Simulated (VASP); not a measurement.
Here is a VASP 6.6.1 calculation.

Contents of INCAR:

```
SYSTEM = BeH
ALGO     = Normal         ! electronic algorithm
EDIFF    = 1E-6           ! SCF threshold, eV
EDIFFG   = -0.025         ! ionic threshold
ENCUT    = 600            ! plane-wave cutoff, eV
GGA      = PE             ! functional
IBRION   = 2              ! ionic algorithm
ISIF     = 3              ! what is computed and relaxed
ISMEAR   = 0              ! smearing method
LASPH    = .True.         ! aspherical terms in the spheres
LCHARG   = .False.        ! write CHGCAR
LREAL    = .False.        ! projectors in reciprocal space
LWAVE    = .False.        ! write WAVECAR
NELM     = 100            ! most SCF steps
NSW      = 90             ! ionic steps
PREC     = Accurate       ! precision mode
SIGMA    = 0.1            ! smearing width, eV
```

Contents of KPOINTS:

```
k-points
0
Gamma
  18 18 10
  0 0 0
```

POSCAR

```
BeH
1.0
    2.6362603834      0.0000000000      0.0000000000
   -1.3181301917      2.2830684630      0.0000000000
    0.0000000000      0.0000000000      3.7325357382
Be H
2 2
Direct
    0.3333333333      0.6666666667      0.2500000000
    0.6666666667      0.3333333333      0.7500000000
    0.0000000000      0.0000000000      0.5000000000
    0.0000000000      0.0000000000      0.0000000000
```

Potentials or basis: VASP PAW PBE potentials, release 64 (Be, H).

Command:

```bash
$ cat potpaw_PBE.64/Be/POTCAR potpaw_PBE.64/H/POTCAR > POTCAR
$ mpirun -np 1 vasp_std > vasp.out
```

Question: Predict the band gap on the k mesh.

Answer: Zero (bands 3 and 4 overlap by 12.79 eV).

Final structure:
```xyz
4
Lattice="2.6742 0.0000 0.0000 -1.3371 2.3159 0.0000 0.0000 0.0000 3.6276" Properties=species:S:1:pos:R:3 pbc="T T T"
Be    0.0000    1.5440    0.9069
Be    1.3371    0.7720    2.7207
H     0.0000    0.0000    1.8138
H     0.0000    0.0000    0.0000
```
